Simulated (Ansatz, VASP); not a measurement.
One calculation of Sb2Au, two programs

```
Sb Au
1.0
     0.00000    3.39327    3.39327
     3.39327    0.00000    3.39327
     3.39327    3.39327    0.00000
Sb Au
2 1
Direct
  0.25000 0.25000 0.25000
  0.75000 0.75000 0.75000
  0.00000 0.00000 0.00000
```

Change from the starting cell: volume scaled by 1.06, crystal datasets.

Alike in both runs: task electric field gradients; functional LDA; k mesh 9 × 9 × 9; occupations fermi-dirac, width 0.08 eV; no spin polarisation.

|  | VASP | Ansatz |
| --- | --- | --- |
| version | VASP 6.6.1 | Ansatz 0.2.0 |
| potentials or method | VASP PAW LDA potentials, release 64 (Sb, Au), cutoff 520 eV | all-electron PAW with datasets made for the crystal, scalar-relativistic |

Ansatz gave:

- pressure (GPa): -2.3

Estimate VASP's values.

pressure (GPa): -2.2.

LDA's correlation is that of Perdew and Zunger in VASP and of Perdew and Wang (1992) in Ansatz. Ansatz ran all-electron here, and VASP with PAW potentials.

Spin-orbit coupling is off throughout.
